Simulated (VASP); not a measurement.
# LiF (Pm-3m) in VASP: further runs

Runs on LiF. Level: r2SCAN. Tasks: single point.

All numbers are computed with VASP 6.6.1; they aren't measurements. Logs are shortened: lines on timing, memory, paths and dates and some standing lists are left out, and cuts for length are marked.

### Step 1. The cell of the first run

Symmetry: Pm-3m, No. 221, cubic system. Conventional cell: a = 2.516 Å, b = 2.516 Å, c = 2.516 Å, α = 90.00°, β = 90.00°, γ = 90.00°. Within 2.9 Å of Li (site symmetry m-3m) lie 8 F at 2.18 Å and 6 Li at 2.52 Å. F (site symmetry m-3m) has 8 Li at 2.18 Å and 6 F at 2.52 Å within 2.9 Å.

### Step 2. Single point, r2SCAN

File POSCAR:

```
LiF
1.0
    2.5162584446      0.0000000000      0.0000000000
    0.0000000000      2.5162584446      0.0000000000
    0.0000000000      0.0000000000      2.5162584446
Li F
1 1
Direct
    0.0000000000      0.0000000000      0.0000000000
    0.5000000000      0.5000000000      0.5000000000
```

File INCAR.step1:

```
SYSTEM = LiF
PREC = Accurate
ENCUT = 1490
ISMEAR = 0
SIGMA = 0.01
LREAL = .FALSE.
LASPH = .TRUE.
NELM = 120
NBANDS = 12
GGA = PE
ALGO = Normal
EDIFF = 1E-5
LWAVE = .TRUE.
LCHARG = .FALSE.
GGA_COMPAT = .FALSE.
```

File INCAR.step2:

```
SYSTEM = LiF
PREC = Accurate
ENCUT = 1490
EDIFF = 1E-6
ISMEAR = 0
SIGMA = 0.01
LREAL = .FALSE.
LASPH = .TRUE.
NELM = 120
ALGO = Normal
ISIF = 2
LWAVE = .FALSE.
LCHARG = .TRUE.
METAGGA = R2SCAN
LMIXTAU = .TRUE.
LELF = .TRUE.
LVHAR = .TRUE.
NBANDS = 12
ISTART = 1
GGA_COMPAT = .FALSE.
```

File KPOINTS:

```
Automatic mesh
0
G
  10 10 10
  0 0 0
```

Potentials or basis: VASP PAW PBE potentials, release 64 (Li_sv, F_h).

Launch:

```
$ cat potpaw_PBE.64/Li_sv/POTCAR potpaw_PBE.64/F_h/POTCAR > POTCAR
$ cp INCAR.step1 INCAR
$ mpirun -np 1 vasp_std > vasp.out
$ cp INCAR.step2 INCAR
$ mpirun -np 1 vasp_std > vasp.out
```

OUTCAR:

```text
SYSTEM = LiF
   PREC = Accurate
   ENCUT = 1490
   EDIFF = 1E-6
   ISMEAR = 0
   LREAL = .FALSE.
   LASPH = .TRUE.
   NELM = 120
   ISIF = 2
   METAGGA = R2SCAN
   ISTART = 1

 ion  position               nearest neighbor table
   1  0.000  0.000  0.000-
   2  0.500  0.500  0.500-

  LATTYP: Found a simple cubic cell.
 ALAT       =     2.5162584446

  Lattice vectors:

 A1 = (   2.5162584446,   0.0000000000,   0.0000000000)
 A2 = (   0.0000000000,   2.5162584446,   0.0000000000)
 A3 = (   0.0000000000,   0.0000000000,   2.5162584446)

Analysis of symmetry for initial positions (statically):
=====================================================================
 Subroutine PRICEL returns:
 Original cell was already a primitive cell.

 Routine SETGRP: Setting up the symmetry group for a
 simple cubic supercell.

 Subroutine GETGRP returns: Found 48 space group operations
 (whereof 48 operations were pure point group operations)
 out of a pool of 48 trial point group operations.

The static configuration has the point symmetry O_h .

Analysis of symmetry for dynamics (positions and initial velocities):
=====================================================================
 Subroutine PRICEL returns:
 Original cell was already a primitive cell.

 Routine SETGRP: Setting up the symmetry group for a
 simple cubic supercell.

 Subroutine GETGRP returns: Found 48 space group operations
 (whereof 48 operations were pure point group operations)
 out of a pool of 48 trial point group operations.

The dynamic configuration has the point symmetry O_h .

 Subroutine INISYM returns: Found 48 space group operations
 (whereof 48 operations are pure point group operations),
 and found     1 'primitive' translations

----------------------------------------------------------------------------------------

                                     Primitive cell

  volume of cell :      15.9318

  direct lattice vectors                    reciprocal lattice vectors
     2.516258445  0.000000000  0.000000000     0.397415457  0.000000000  0.000000000
     0.000000000  2.516258445  0.000000000     0.000000000  0.397415457  0.000000000
     0.000000000  0.000000000  2.516258445     0.000000000  0.000000000  0.397415457

  length of vectors
     2.516258445  2.516258445  2.516258445     0.397415457  0.397415457  0.397415457

  position of ions in fractional coordinates (direct lattice)
     0.000000000  0.000000000  0.000000000
     0.500000000  0.500000000  0.500000000

  ion indices of the primitive-cell ions
   primitive index   ion index
                 1           1
                 2           2

----------------------------------------------------------------------------------------

 KPOINTS: Automatic mesh

Automatic generation of k-mesh.
 Grid dimensions read from file:
 generate k-points for:   10   10   10

 Generating k-lattice:

  Cartesian coordinates                     Fractional coordinates (reciprocal lattice)
     0.039741546  0.000000000  0.000000000     0.100000000  0.000000000  0.000000000
     0.000000000  0.039741546  0.000000000     0.000000000  0.100000000  0.000000000
     0.000000000  0.000000000  0.039741546     0.000000000  0.000000000  0.100000000

  Length of vectors
     0.039741546  0.039741546  0.039741546

  Shift w.r.t. Gamma in fractional coordinates (k-lattice)
     0.000000000  0.000000000  0.000000000

 Subroutine IBZKPT returns following result:
 ===========================================

 Found     56 irreducible k-points:

 Following reciprocal coordinates:
            Coordinates               Weight
  0.000000  0.000000  0.000000      1.000000
  0.100000  0.000000  0.000000      6.000000
  0.200000  0.000000  0.000000      6.000000
  0.300000  0.000000  0.000000      6.000000
  0.400000  0.000000  0.000000      6.000000
  0.500000  0.000000  0.000000      3.000000
[... 16 lines left out ...]
  0.200000  0.100000  0.100000     24.000000
  0.300000  0.100000  0.100000     24.000000
 [... further k-points ...]
   k-points           NKPTS =     56   k-points in BZ     NKDIM =     56   number of bands    NBANDS=     12
   number of dos      NEDOS =    301   number of ions     NIONS =      2
   total plane-waves  NPLWV =  32768
   dimension x,y,z NGX =    32 NGY =   32 NGZ =   32
   dimension x,y,z NGXF=    64 NGYF=   64 NGZF=   64
   ions per type =               1   1
   NGX,Y,Z   is equivalent  to a cutoff of  21.14, 21.14, 21.14 a.u.
   NGXF,Y,Z  is equivalent  to a cutoff of  42.28, 42.28, 42.28 a.u.
 SYSTEM =  LiF
   PREC   = accura    normal or accurate (medium, high low for compatibility)
   ISTART =      1    job   : 0-new  1-cont  2-samecut
   ICHARG =      0    charge: 1-file 2-atom 10-const
   ISPIN  =      1    spin polarized calculation?
   LNONCOLLINEAR =      F non collinear calculations
   LSORBIT =      F    spin-orbit coupling
   LASPH  =      T    aspherical Exc in radial PAW
   ENCUT  = 1490.0 eV 109.51 Ry   10.46 a.u.   7.92  7.92  7.92*2*pi/ulx,y,z
   NELM   =    120;   NELMIN=  2; NELMDL=  0     # of ELM steps
   EDIFF  = 0.1E-05   stopping-criterion for ELM
   LREAL  =      F    real-space projection
   EDIFFG = 0.1E-04   stopping-criterion for IOM
   NSW    =      0    number of steps for IOM
   IBRION =     -1    ionic relax: 0-MD 1-quasi-New 2-CG
   NFREE  =      0    steps in history (QN), initial steepest desc. (CG)
   ISIF   =      2    stress and relaxation
   ISYM   =      2    0-nonsym 1-usesym 2-fastsym
   POTIM  = 0.5000    time-step for ionic-motion
   TEBEG  =    0.0;   TEEND  =   0.0 temperature during run
   PSTRESS=    0.0 pullay stress
   NELECT =      10.0000    total number of electrons
   NUPDOWN=      -1.0000    fix difference up-down
   EMIN   =  10.00;   EMAX   =-10.00  energy-range for DOS
   EFERMI =   0.00;   METHOD = LEGACY
   ISMEAR =     0;   SIGMA  =   0.01  broadening in eV -4-tet -1-fermi 0-gaus
   EFERMI_NEDOS =   21; number of points for ismear=-14 and -15
   IALGO  =     38    algorithm
   IMIX   =      4    mixing-type and parameters
     AMIX     =   0.40;   BMIX     =  1.00
     AMIX_MAG =   1.60;   BMIX_MAG =  1.00
  volume/ion in A,a.u.               =       7.97        53.76
  Fermi-wavevector in a.u.,A,eV,Ry     =   1.401693  2.648816 26.731957  1.964743
  Thomas-Fermi vector in A             =   2.524529
   LORBIT       =      0    0 simple, 1 ext, 2 COOP (PROOUT), +10 PAW based schemes
   METAGGA = R2SCAN    functional components
   LHFCALC =     F    Hartree Fock is set to
   AEXX    =    0.0000 exact exchange contribution
   IVDW    =     0    specifies the selected vdW correction
   LEPSILON=     F    determine dielectric tensor
   LRPA    =     F    only Hartree local field effects (RPA)
 non-spin polarized calculation
 Gauss-broadening in eV      SIGMA  =   0.01
  energy-cutoff  :     1490.00
  volume of cell :       15.93
 maximum number of plane-waves:      2103
 NGX is ok and might be reduce to    32
   NGX = 15   NGY = 15   NGZ = 15

 number of electron      10.0000002 magnetization

 Free energy of the ion-electron system (eV)
  ---------------------------------------------------
  ext. energy  EPLUGINS =         0.00000000
  ---------------------------------------------------
  free energy    TOTEN  =       -11.28677623 eV

  energy without entropy =      -11.28677623  energy(sigma->0) =      -11.28677623

 E-fermi :   0.4820     XC(G=0): -10.7396

 val. band max:        0.3998530340   @ k =   0.5000   0.5000   0.0000
 cond. band min:       9.5068960125   @ k =   0.0000   0.0000   0.0000
 fundamental gap:      9.1070429786
 Fermi energy:         0.4820378658

 k-point     1 :       0.0000    0.0000    0.0000
  band No.  band energies     occupation
      1     -43.5618      2.00000
      2     -21.7541      2.00000
      3      -0.3367      2.00000
      4      -0.3367      2.00000
      5      -0.3367      2.00000
      6       9.5069      0.00000
      7      20.6643      0.00000
      8      20.6643      0.00000
      9      23.7334      0.00000
     10      23.7334      0.00000
     11      23.7334      0.00000
     12      41.1107      0.00000

 k-point     2 :       0.1000    0.0000    0.0000
  band No.  band energies     occupation
      1     -43.5567      2.00000
      2     -21.7097      2.00000
      3      -0.7030      2.00000
      4      -0.2974      2.00000
      5      -0.2974      2.00000
      6       9.7390      0.00000
      7      19.4388      0.00000
      8      20.9061      0.00000
      9      23.6693      0.00000
     10      23.6693      0.00000
     11      25.5941      0.00000
     12      39.6540      0.00000

 k-point     3 :       0.2000    0.0000    0.0000
  band No.  band energies     occupation
      1     -43.5434      2.00000
      2     -21.5911      2.00000
      3      -1.5766      2.00000
      4      -0.1931      2.00000
      5      -0.1931      2.00000
      6      10.2264      0.00000
      7      17.9329      0.00000
      8      21.6311      0.00000
      9      23.4810      0.00000
     10      23.4810      0.00000
     11      28.9968      0.00000
     12      36.1350      0.00000
[... 286 lines left out ...]
 k-point    23 :       0.2000    0.1000    0.1000
  band No.  band energies     occupation
      1     -43.5340      2.00000
      2     -21.4973      2.00000
      3      -1.5014      2.00000
      4      -0.5651      2.00000
      5      -0.4726      2.00000
      6      10.8063      0.00000
      7      17.8504      0.00000
      8      19.5089      0.00000
      9      23.3817      0.00000
     10      26.3002      0.00000
     11      29.4865      0.00000
     12      34.0968      0.00000

 k-point    24 :       0.3000    0.1000    0.1000
  band No.  band energies     occupation
      1     -43.5181      2.00000
      2     -21.3408      2.00000
      3      -2.4574      2.00000
      4      -0.4602      2.00000
      5      -0.3179      2.00000
      6      11.3096      0.00000
      7      16.8298      0.00000
      8      19.8320      0.00000
      9      23.3494      0.00000
     10      26.2463      0.00000
     11      32.2810      0.00000
     12      32.6530      0.00000

 [... further k-points ...]

------------------------ aborting loop because EDIFF is reached ----------------------------------------

  FORCE on cell =-STRESS in cart. coord.  units (eV):
  Direction    XX          YY          ZZ          XY          YZ          ZX
  --------------------------------------------------------------------------------------
  -------------------------------------------------------------------------------------
  Total       -0.0956317     -0.0956317     -0.0956317     -0.0000000      0.0000000      0.0000000
  in kB       -9.6171529     -9.6171529     -9.6171529     -0.0000000      0.0000000      0.0000000
  external PRESSURE =      -9.6171529 kB  Pullay stress =       0.0000000 kB

 VOLUME and BASIS-vectors are now :
 -----------------------------------------------------------------------------
  energy-cutoff  :     1490.00
  volume of cell :       15.93
      direct lattice vectors                 reciprocal lattice vectors
     2.516258445  0.000000000  0.000000000     0.397415457  0.000000000  0.000000000
     0.000000000  2.516258445  0.000000000     0.000000000  0.397415457  0.000000000
     0.000000000  0.000000000  2.516258445     0.000000000  0.000000000  0.397415457

 POSITION                                       TOTAL-FORCE (eV/Angst)
 -----------------------------------------------------------------------------------
      0.00000      0.00000      0.00000         0.000000      0.000000      0.000000
      1.25813      1.25813      1.25813         0.000000      0.000000      0.000000
 -----------------------------------------------------------------------------------
    total drift:                                0.000000      0.000000     -0.000000

  FREE ENERGIE OF THE ION-ELECTRON SYSTEM (eV)
  ---------------------------------------------------
  free  energy   TOTEN  =       -11.2867762256 eV

  energy  without entropy=      -11.2867762256  energy(sigma->0) =      -11.28677623
```

Wall time 72 s (1 thread of Intel Xeon Platinum 8259CL at 2.50GHz (Skylake/Cascade Lake), shared host); peak memory 0.2 GiB.

What came out:

- Free energy: -11.2868 eV
- Pressure: -1.0 GPa
- Band gap on the k mesh: 9.11 eV (least direct gap 9.84 eV)

Caveat: the structure was generated, so it needn't be the stable form of LiF; the PAW data sets were made with another functional, which shifts forces and pressure a little. A k mesh can miss the band edges.

[end of part 1 of 2]
